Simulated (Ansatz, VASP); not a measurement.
KBr: VASP beside Ansatz

POSCAR

```
KBr
1.0
    0.0000000000      3.4242000000      3.1608000000
    3.4242000000      0.0000000000      3.1608000000
    3.4242000000      3.4242000000      0.0000000000
K Br
1 1
Direct
    0.0000000000      0.0000000000      0.0000000000
    0.5000000000      0.5000000000      0.5000000000
```

Contents of INCAR.step1:

```
SYSTEM = KBr
PREC = Accurate
ENCUT = 520
ISMEAR = 0
SIGMA = 0.05
LREAL = .False.
LASPH = .True.
NELM = 80
NBANDS = 15
GGA = PE
ALGO = Normal
EDIFF = 1E-4
LWAVE = .True.
LCHARG = .False.
```

The input INCAR.step2:

```
SYSTEM = KBr
PREC = Accurate
ENCUT = 520
EDIFF = 1E-7
ISMEAR = 0
SIGMA = 0.05
LREAL = .False.
LASPH = .True.
NELM = 80
ALGO = Normal
ISIF = 2
LWAVE = .False.
LCHARG = .False.
METAGGA = R2SCAN
LMIXTAU = .True.
NBANDS = 15
ISTART = 1
```

The input KPOINTS:

```
Automatic mesh
0
Gamma
  6 6 6
  0 0 0
```

Input for Ansatz:

```yaml
crystal:
  lattice:
    - [0.0, 3.4242, 3.1608]
    - [3.4242, 0.0, 3.1608]
    - [3.4242, 3.4242, 0.0]
  atoms:
    - { symbol: K, position: [0.0, 0.0, 0.0] }
    - { symbol: Br, position: [0.5, 0.5, 0.5] }
basis:
  ecutwfc: 500
kpoints:
  mp_grid: { grid: [6, 6, 6] }
hamiltonian:
  xc: r2scan
scf:
  occupations: { method: gaussian, width: 0.05 }
output:
  forces: true
  stress: true
  eigenvalues: true
```

Change from the starting cell: strain +0.040 along x and y, -0.040 along z, atoms carried along.

Alike in both runs: task single point; functional r2SCAN; k mesh 6 × 6 × 6; occupations gaussian, width 0.05 eV; no spin polarisation.

|  | VASP | Ansatz |
| --- | --- | --- |
| version | VASP 6.6.1 | Ansatz 0.2.0 |
| potentials or method | VASP PAW PBE potentials, release 64 (K_sv, Br), cutoff 520 eV | scalar-relativistic, plane waves, PAW |
| valence electrons in the cell | 16 | 16 |

|  | VASP | Ansatz | Ansatz less VASP |
| --- | --- | --- | --- |
| gap on the k mesh at the Fermi level (eV) | 4.95 | 4.94 | -0.003 |
| least direct gap on the mesh (eV) | 4.95 | 4.94 | -0.003 |
| pressure (GPa) | -0.1 | -0.1 | 0.00 |
| traceless stress, the component that is largest in VASP (GPa) | 1.92 | 1.90 | -0.021 |

VASP's potentials were made for PBE, not for r2SCAN. The functional is the same, so the differences come from potentials, cutoffs and numerics.
